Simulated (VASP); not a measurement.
Wanted: the native input for a VASP 6.6.1 run.

| Item | Value |
| --- | --- |
| Task | single point |
| Functional | PBE |
| Potentials or basis | VASP PAW PBE potentials, release 64 (Sb) |
| Cutoff | 500 eV |
| k mesh | 10 × 10 × 10 |
| Occupations | methfessel-paxton, width 0.1 eV |
| Spin | no spin polarisation |
| Dipole correction | no |
| Further INCAR settings | ALGO = Normal; EDIFF = 1e-06; NBANDS = 8 |

The structure of Sb lies in POSCAR:

```
Sb
1.0
    0.0000000000      2.3962063102      2.3962063102
    2.3962063102      0.0000000000      2.3962063102
    2.3962063102      2.3962063102      0.0000000000
Sb
1
Direct
    0.0000000000      0.0000000000      0.0000000000
```

This isn't the form of Sb at room conditions, which is rhombohedral.

These files were run (other wordings do the same):

INCAR

```
PREC     = Accurate       # precision mode
ENCUT    = 500            # plane-wave cutoff, eV
EDIFF    = 1E-6           # SCF threshold, eV
ISMEAR   = 1              # smearing method
SIGMA    = 0.1            # smearing width, eV
LREAL    = False          # projectors in reciprocal space
LASPH    = True           # aspherical terms in the spheres
NELM     = 120            # most SCF steps
ALGO     = Normal         # electronic algorithm
ISIF     = 2              # what is computed and relaxed
LWAVE    = False          # write WAVECAR
LCHARG   = False          # write CHGCAR
GGA      = PE             # functional
NBANDS   = 8              # bands
GGA_COMPAT= False
```

KPOINTS

```
Automatic mesh
0
Gamma
  10 10 10
```

Potentials or basis: VASP PAW PBE potentials, release 64 (Sb).

The run is started by

```sh
$ cat potpaw_PBE.64/Sb/POTCAR > POTCAR
$ mpirun -np 1 vasp_std > vasp.out
```

It gave:

| Property | Result |
| --- | --- |
| Pressure | -0.1 GPa |
| Band gap on the k mesh | zero (an odd number of electrons rules out a gap without spin polarisation) |

Caveat: spin-orbit coupling is left out, which moves the levels of the heavy elements.

Run time: 6.9 s on 1 thread of AMD EPYC 7R13 Processor (Zen 3), on a shared host, peak memory 0.12 GiB.
